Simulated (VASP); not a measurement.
# Ta (C2/m) in VASP: single point with PBEsol

Aim: the single point of Ta with PBEsol.

All numbers are computed with VASP 6.6.1; they aren't measurements. Logs are shortened: lines on timing, memory, paths and dates and some standing lists are left out, and cuts for length are marked.

## 1. The cell of the first run

The typed cell holds 1 atom: a = 2.827 Å, b = 2.827 Å, c = 3.494 Å, α = 90.00°, β = 52.61°, γ = 120.00°.

## 2. Single point, PBEsol

Input file INCAR:

```
SYSTEM = Ta
PREC = Accurate
ENCUT = 520
EDIFF = 1E-6
ISMEAR = 0
SIGMA = 0.1
LREAL = .FALSE.
LASPH = .TRUE.
NELM = 60
ALGO = Fast
ISIF = 2
LWAVE = .FALSE.
LCHARG = .FALSE.
GGA = PS
NBANDS = 12
ISYM = 0
```

Input file KPOINTS:

```
Automatic mesh
0
G
  12 12 14
  0 0 0
```

Input file POSCAR:

```
Ta
1.0
    2.7995397758     -0.0158581650      0.3928023763
   -1.4135034616      2.4482598122      0.0000000000
    1.7480953444      1.0092633177      2.8513933090
Ta
1
Direct
    0.0000000000      0.0000000000      0.0000000000
```

Potentials or basis: VASP PAW PBE potentials, release 64 (Ta_pv).

On the command line:

```sh
> cat potpaw_PBE.64/Ta_pv/POTCAR > POTCAR
> mpirun -np 1 vasp_std > vasp.out
```

OUTCAR:

```text
SYSTEM = Ta
   PREC = Accurate
   ENCUT = 520
   EDIFF = 1E-6
   ISMEAR = 0
   LREAL = .FALSE.
   LASPH = .TRUE.
   NELM = 60
   ISIF = 2
   GGA = PS
   ISYM = 0

 ion  position               nearest neighbor table
   1  0.000  0.000  0.000-

IMPORTANT INFORMATION: All symmetrisations will be switched off!
NOSYMM: (Re-)initialisation of all symmetry stuff for point group C_1.

----------------------------------------------------------------------------------------

                                     Primitive cell

  volume of cell :      17.2381

  direct lattice vectors                    reciprocal lattice vectors
     2.799539776 -0.015858165  0.392802376     0.404973322  0.233811457 -0.331034411
    -1.413503462  2.448259812  0.000000000     0.025621159  0.423245765 -0.165517206
     1.748095344  1.009263318  2.851393309    -0.055788334 -0.032209410  0.396308394

  length of vectors
     2.827006923  2.827006923  3.493550283     0.572935398  0.455180587  0.401509810

  position of ions in fractional coordinates (direct lattice)
     0.000000000  0.000000000  0.000000000

  ion indices of the primitive-cell ions
   primitive index   ion index
                 1           1

----------------------------------------------------------------------------------------

 KPOINTS: Automatic mesh

Automatic generation of k-mesh.
 Grid dimensions read from file:
 generate k-points for:   12   12   14

 Generating k-lattice:

  Cartesian coordinates                     Fractional coordinates (reciprocal lattice)
     0.033747777  0.019484288 -0.027586201     0.083333333  0.000000000 -0.000000000
     0.002135097  0.035270480 -0.013793100     0.000000000  0.083333333  0.000000000
    -0.003984881 -0.002300672  0.028307742     0.000000000  0.000000000  0.071428571

  Length of vectors
     0.047744617  0.037931716  0.028679272

  Shift w.r.t. Gamma in fractional coordinates (k-lattice)
     0.000000000  0.000000000  0.000000000

 Subroutine IBZKPT returns following result:
 ===========================================

 Found   1012 irreducible k-points:

 Following reciprocal coordinates:
            Coordinates               Weight
  0.000000  0.000000  0.000000      1.000000
  0.083333  0.000000 -0.000000      2.000000
  0.166667  0.000000  0.000000      2.000000
  0.250000 -0.000000 -0.000000      2.000000
  0.333333 -0.000000 -0.000000      2.000000
  0.416667 -0.000000 -0.000000      2.000000
[... 16 lines left out ...]
 -0.250000  0.166667  0.000000      2.000000
  0.166667  0.166667  0.000000      2.000000
 [... further k-points ...]
   k-points           NKPTS =   1012   k-points in BZ     NKDIM =   1012   number of bands    NBANDS=     12
   number of dos      NEDOS =    301   number of ions     NIONS =      1
   total plane-waves  NPLWV =  16128
   dimension x,y,z NGX =    24 NGY =   24 NGZ =   28
   dimension x,y,z NGXF=    48 NGYF=   48 NGZF=   56
   ions per type =               1
   NGX,Y,Z   is equivalent  to a cutoff of  14.11, 14.11, 13.32 a.u.
   NGXF,Y,Z  is equivalent  to a cutoff of  28.23, 28.23, 26.65 a.u.
 SYSTEM =  Ta
   PREC   = accura    normal or accurate (medium, high low for compatibility)
   ISTART =      0    job   : 0-new  1-cont  2-samecut
   ICHARG =      2    charge: 1-file 2-atom 10-const
   ISPIN  =      1    spin polarized calculation?
   LNONCOLLINEAR =      F non collinear calculations
   LSORBIT =      F    spin-orbit coupling
   LASPH  =      T    aspherical Exc in radial PAW
   ENCUT  =  520.0 eV  38.22 Ry    6.18 a.u.   5.26  5.26  6.50*2*pi/ulx,y,z
   NELM   =     60;   NELMIN=  2; NELMDL= -5     # of ELM steps
   EDIFF  = 0.1E-05   stopping-criterion for ELM
   LREAL  =      F    real-space projection
   EDIFFG = 0.1E-04   stopping-criterion for IOM
   NSW    =      0    number of steps for IOM
   IBRION =     -1    ionic relax: 0-MD 1-quasi-New 2-CG
   NFREE  =      0    steps in history (QN), initial steepest desc. (CG)
   ISIF   =      2    stress and relaxation
   ISYM   =      0    0-nonsym 1-usesym 2-fastsym
   POTIM  = 0.5000    time-step for ionic-motion
   TEBEG  =    0.0;   TEEND  =   0.0 temperature during run
   PSTRESS=    0.0 pullay stress
   NELECT =      11.0000    total number of electrons
   NUPDOWN=      -1.0000    fix difference up-down
   EMIN   =  10.00;   EMAX   =-10.00  energy-range for DOS
   EFERMI =   0.00;   METHOD = LEGACY
   ISMEAR =     0;   SIGMA  =   0.10  broadening in eV -4-tet -1-fermi 0-gaus
   EFERMI_NEDOS =   21; number of points for ismear=-14 and -15
   IALGO  =     68    algorithm
   IMIX   =      4    mixing-type and parameters
     AMIX     =   0.40;   BMIX     =  1.00
     AMIX_MAG =   1.60;   BMIX_MAG =  1.00
  volume/ion in A,a.u.               =      17.24       116.33
  Fermi-wavevector in a.u.,A,eV,Ry     =   1.409428  2.663433 27.027812  1.986488
  Thomas-Fermi vector in A             =   2.531485
   LORBIT       =      0    0 simple, 1 ext, 2 COOP (PROOUT), +10 PAW based schemes
   GGA     = PS    functional components
   LHFCALC =     F    Hartree Fock is set to
   AEXX    =    0.0000 exact exchange contribution
   IVDW    =     0    specifies the selected vdW correction
   LEPSILON=     F    determine dielectric tensor
   LRPA    =     F    only Hartree local field effects (RPA)
 non-spin polarized calculation
 RMM-DIIS sequential band-by-band and
 Gauss-broadening in eV      SIGMA  =   0.10
  energy-cutoff  :      520.00
  volume of cell :       17.24
 maximum number of plane-waves:       482
 NGX is ok and might be reduce to    24
   NGX = 11   NGY = 11   NGZ = 13

 number of electron      11.0000000 magnetization

 Free energy of the ion-electron system (eV)
  ---------------------------------------------------
  ext. energy  EPLUGINS =         0.00000000
  ---------------------------------------------------
  free energy    TOTEN  =       -12.39071314 eV

  energy without entropy =      -12.38644576  energy(sigma->0) =      -12.38857945

 E-fermi :   5.9615     XC(G=0): -12.9431

 val. band max:        5.9598355598   @ k =   0.0833   0.3333  -0.1429
 cond. band min:       5.9686085018   @ k =  -0.0000   0.0000   0.4286
 fundamental gap:      0.0087729421
 Fermi energy:         5.9615127843

 k-point     1 :       0.0000    0.0000    0.0000
  band No.  band energies     occupation
      1     -27.2586      2.00000
      2     -27.1962      2.00000
      3     -27.0285      2.00000
      4      -2.3973      2.00000
      5       4.7325      2.00000
      6       7.3566      0.00000
      7       7.7837      0.00000
      8       8.0707      0.00000
      9      11.4250      0.00000
     10      19.8564      0.00000
     11      20.1386      0.00000
     12      20.4830      0.00000

 k-point     2 :       0.0833    0.0000   -0.0000
  band No.  band energies     occupation
      1     -27.3493      2.00000
      2     -27.2857      2.00000
      3     -27.0655      2.00000
      4      -1.8390      2.00000
      5       4.8837      2.00000
      6       6.9045      0.00000
      7       7.9151      0.00000
      8       8.2334      0.00000
      9      11.0866      0.00000
     10      20.4789      0.00000
     11      20.6360      0.00000
     12      21.0225      0.00000

 k-point     3 :       0.1667    0.0000    0.0000
  band No.  band energies     occupation
      1     -27.6009      2.00000
      2     -27.4917      2.00000
      3     -27.1671      2.00000
      4      -0.3463      2.00000
      5       5.3960      2.00000
      6       5.6966      1.99982
      7       8.2279      0.00000
      8       8.8920      0.00000
      9      10.3451      0.00000
     10      20.4745      0.00000
     11      22.1196      0.00000
     12      22.4757      0.00000

 k-point     4 :       0.2500   -0.0000   -0.0000
  band No.  band energies     occupation
      1     -27.8904      2.00000
      2     -27.7534      2.00000
      3     -27.3071      2.00000
      4       1.4475      2.00000
      5       4.1997      2.00000
      6       6.4505      0.00000
      7       8.9216      0.00000
      8       9.3546      0.00000
      9       9.9715      0.00000
     10      20.4690      0.00000
     11      21.5868      0.00000
     12      23.1477      0.00000

 k-point     5 :       0.3333   -0.0000   -0.0000
  band No.  band energies     occupation
      1     -28.1152      2.00000
      2     -28.0034      2.00000
      3     -27.4482      2.00000
      4       2.2605      2.00000
      5       2.8695      2.00000
      6       8.0964      0.00000
      7       9.5743      0.00000
      8      10.1449      0.00000
      9      11.2523      0.00000
     10      20.3081      0.00000
     11      20.4728      0.00000
     12      23.0533      0.00000

 k-point     6 :       0.4167   -0.0000   -0.0000
  band No.  band energies     occupation
      1     -28.2539      2.00000
      2     -28.1674      2.00000
      3     -27.5521      2.00000
      4       1.7548      2.00000
      5       2.0454      2.00000
      6      10.3726      0.00000
      7      11.5981      0.00000
      8      11.7599      0.00000
      9      12.3899      0.00000
     10      16.6738      0.00000
     11      20.4566      0.00000
     12      20.5450      0.00000

 k-point     7 :       0.5000   -0.0000   -0.0000
  band No.  band energies     occupation
      1     -28.3068      2.00000
      2     -28.2162      2.00000
      3     -27.5902      2.00000
      4       1.3466      2.00000
      5       1.8276      2.00000
      6      12.6784      0.00000
      7      12.9262      0.00000
      8      12.9883      0.00000
      9      13.0819      0.00000
     10      13.5499      0.00000
     11      18.8300      0.00000
     12      20.4170      0.00000

 k-point     8 :      -0.0000    0.0833   -0.0000
  band No.  band energies     occupation
      1     -27.2960      2.00000
      2     -27.2385      2.00000
      3     -27.1028      2.00000
      4      -2.0345      2.00000
      5       4.8500      2.00000
      6       7.3274      0.00000
      7       7.7158      0.00000
      8       7.9115      0.00000
      9      11.0963      0.00000
     10      20.4812      0.00000
     11      20.6086      0.00000
     12      20.8860      0.00000
[... 166 lines left out ...]
 k-point    20 :       0.0000    0.1667    0.0000
  band No.  band energies     occupation
      1     -27.5131      2.00000
      2     -27.3375      2.00000
      3     -27.1971      2.00000
      4      -1.0431      2.00000
      5       4.8905      2.00000
      6       6.6030      0.00000
      7       7.8249      0.00000
      8       8.4708      0.00000
      9      10.5109      0.00000
     10      20.4801      0.00000
     11      21.7574      0.00000
     12      22.7154      0.00000

 k-point    21 :      -0.1667    0.1667    0.0000
  band No.  band energies     occupation
      1     -27.5131      2.00000
      2     -27.3375      2.00000
      3     -27.1971      2.00000
      4      -1.0431      2.00000
      5       4.8905      2.00000
      6       6.6030      0.00000
      7       7.8249      0.00000
      8       8.4708      0.00000
      9      10.5109      0.00000
     10      20.4801      0.00000
     11      21.7574      0.00000
     12      22.7154      0.00000

 k-point    22 :       0.0833    0.1667    0.0000
  band No.  band energies     occupation
      1     -27.7898      2.00000
      2     -27.5021      2.00000
      3     -27.2351      2.00000
      4       0.2584      2.00000
      5       4.7923      2.00000
      6       5.6180      2.00000
      7       8.8572      0.00000
      8       9.3294      0.00000
      9      10.2661      0.00000
     10      20.3930      0.00000
     11      20.6199      0.00000
     12      24.1101      0.00000

 k-point    23 :      -0.2500    0.1667    0.0000
  band No.  band energies     occupation
      1     -27.7898      2.00000
      2     -27.5021      2.00000
      3     -27.2351      2.00000
      4       0.2584      2.00000
      5       4.7923      2.00000
      6       5.6180      2.00000
      7       8.8572      0.00000
      8       9.3294      0.00000
      9      10.2661      0.00000
     10      20.3930      0.00000
     11      20.6199      0.00000
     12      24.1100      0.00000

 k-point    24 :       0.1667    0.1667    0.0000
  band No.  band energies     occupation
      1     -28.0321      2.00000
      2     -27.7263      2.00000
      3     -27.3654      2.00000
      4       1.8230      2.00000
      5       4.5402      2.00000
      6       5.3031      2.00000
      7       8.5905      0.00000
      8      10.3687      0.00000
      9      11.0733      0.00000
     10      20.2484      0.00000
     11      20.5675      0.00000
     12      23.3476      0.00000

 [... further k-points ...]

------------------------ aborting loop because EDIFF is reached ----------------------------------------

  FORCE on cell =-STRESS in cart. coord.  units (eV):
  Direction    XX          YY          ZZ          XY          YZ          ZX
  --------------------------------------------------------------------------------------
  -------------------------------------------------------------------------------------
  Total        0.9770452      2.2108593      0.0337889     -1.0685146      0.0272240      0.0471533
  in kB       90.8106960    205.4865856      3.1404852    -99.3122499      2.5303141      4.3826280
  external PRESSURE =      99.8125890 kB  Pullay stress =       0.0000000 kB

 VOLUME and BASIS-vectors are now :
 -----------------------------------------------------------------------------
  energy-cutoff  :      520.00
  volume of cell :       17.24
      direct lattice vectors                 reciprocal lattice vectors
     2.799539776 -0.015858165  0.392802376     0.404973322  0.233811457 -0.331034411
    -1.413503462  2.448259812  0.000000000     0.025621159  0.423245765 -0.165517206
     1.748095344  1.009263318  2.851393309    -0.055788334 -0.032209410  0.396308394

 POSITION                                       TOTAL-FORCE (eV/Angst)
 -----------------------------------------------------------------------------------
      0.00000      0.00000      0.00000        -0.000001     -0.000000     -0.000000
 -----------------------------------------------------------------------------------
    total drift:                               -0.000001     -0.000000     -0.000000

  FREE ENERGIE OF THE ION-ELECTRON SYSTEM (eV)
  ---------------------------------------------------
  free  energy   TOTEN  =       -12.3907131407 eV

  energy  without entropy=      -12.3864457615  energy(sigma->0) =      -12.38857945
```

Run time: 5.8 min. Hardware: 1 thread of Intel Xeon 8259CL, shared host; peak memory 0.32 GiB.

What came out:

- Free energy: -12.3907 eV
- Pressure: 10.0 GPa
- Band gap on the k mesh: zero (an odd number of electrons rules out a gap without spin polarisation)

Caveat: the stress differs along the axes, from 0 to 21 GPa; the PAW data sets were made with another functional, which shifts forces and pressure a little; spin-orbit coupling is left out, which moves the levels of the heavy elements.
